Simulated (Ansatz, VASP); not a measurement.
# Ta in VASP and in Ansatz

Contents of INCAR:

```
  PREC = Accurate
  ENCUT = 500
  EDIFF = 1E-6
  ISMEAR = 0
  SIGMA = 0.15
  LREAL = F
  LASPH = T
  NELM = 120
  ALGO = Normal
  ISIF = 2
  LWAVE = F
  LCHARG = F
  GGA = PE
  NBANDS = 18
  GGA_COMPAT = F
```

KPOINTS

```
regular mesh
0
Gamma
  18 18 10
```

The input POSCAR:

```
Ta
1.0
   -1.6512800000      1.6512800000      1.6512800000
    1.6512800000     -1.6512800000      1.6512800000
    3.3025600000      3.3025600000      0.0000000000
Ta
2
Direct
    0.0302795407      0.0302795407      0.0000000000
    0.4697204593      0.4697204593      0.5000000000
```

Input for Ansatz:

```yaml
crystal:
  lattice:
    - [-1.65128, 1.65128, 1.65128]
    - [1.65128, -1.65128, 1.65128]
    - [3.30256, 3.30256, 0.0]
  atoms:
    - { symbol: Ta, position: [0.0302795407, 0.0302795407, 0.0] }
    - { symbol: Ta, position: [0.4697204593, 0.4697204593, 0.5] }
basis:
  ecutwfc: 420
kpoints:
  mp_grid: { grid: [18, 18, 10] }
hamiltonian:
  xc: pbe
scf:
  occupations: { method: gaussian, width: 0.15 }
output:
  forces: true
  stress: true
  eigenvalues: true
```

Change from the starting cell: mode 6 (145.8 1/cm) frozen in, largest displacement -0.100 Å.

Alike in both runs: task single point; functional PBE; k mesh 18 × 18 × 10; occupations gaussian, width 0.15 eV; no spin polarisation.

```csv
,VASP,Ansatz
version,VASP 6.6.1,Ansatz 0.2.0
potentials or method,"VASP PAW PBE potentials, release 64 (Ta_pv), cutoff 500 eV","scalar-relativistic, plane waves, PAW"
valence electrons in the cell,22,26
```

Ansatz gave:

```
gap on the k mesh at the Fermi level (eV)                     : none
pressure (GPa)                                                : 3.7
traceless stress, the component that is largest in VASP (GPa) : 1.44
rms of the force components (eV/Å)                            : 0.735
```

What did VASP give for the same quantities?

gap on the k mesh at the Fermi level (eV): none; pressure (GPa): 3.9; traceless stress, the component that is largest in VASP (GPa): 1.46; rms of the force components (eV/Å): 0.735.

Atom by atom the forces differ by 0.000 eV/Å (rms over components). A gap of «none» marks a metal or a gap that the smearing closes. With one functional, cell and mesh, what is left measures potentials, basis and numerics. VASP's potentials hold 22 valence electrons a cell and Ansatz's 26, so a difference there can come from the potentials and not from the codes.

Spin-orbit coupling is off throughout.
